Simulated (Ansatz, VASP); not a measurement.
# Two plane-wave programs on CoO

```
Co O
1.0
     1.50547    0.86918    2.43993
    -1.50547    0.86918    2.43993
     0.00000   -1.73837    2.43993
Co O
1 1
Direct
  0.00000 0.00000 0.00000
  0.50000 0.50000 0.50000
```

Alike in both runs: task single point; functional PBEsol; k mesh 11 × 11 × 11; occupations fermi-dirac, width 0.05 eV; collinear spin.

|  | VASP | Ansatz |
| --- | --- | --- |
| version | VASP 6.6.1 | Ansatz 0.2.0 |
| potentials or method | VASP PAW PBE potentials, release 64 (Co, O) | Ansatz PAW |
| plane-wave cutoff (eV) | 520 | 420 |
| valence electrons in the cell | 15 | 23 |

VASP gave:

| Item | Value |
| --- | --- |
| gap on the k mesh at the Fermi level (eV) | none |
| pressure (GPa) | -9.7 |
| traceless stress, the component that is largest in VASP (GPa) | -0.21 |
| net moment per atom (μB) | 1.46 |
| size of the moment on the site where the two differ most (μB) | 2.55 |

Problem. Which values does Ansatz return?

Solution. gap on the k mesh at the Fermi level (eV): none; pressure (GPa): -9.1; traceless stress, the component that is largest in VASP (GPa): -0.24; net moment per atom (μB): 1.47; size of the moment on the site where the two differ most (μB): 2.49.

VASP's potentials were made for PBE, not for PBEsol. Site moments also hang on the region over which each program counts them. A gap of «none» marks a metal or a gap that the smearing closes. With one functional, cell and mesh, what is left measures potentials, basis and numerics. VASP's potentials hold 15 valence electrons a cell and Ansatz's 23, so a difference there can come from the potentials and not from the codes.
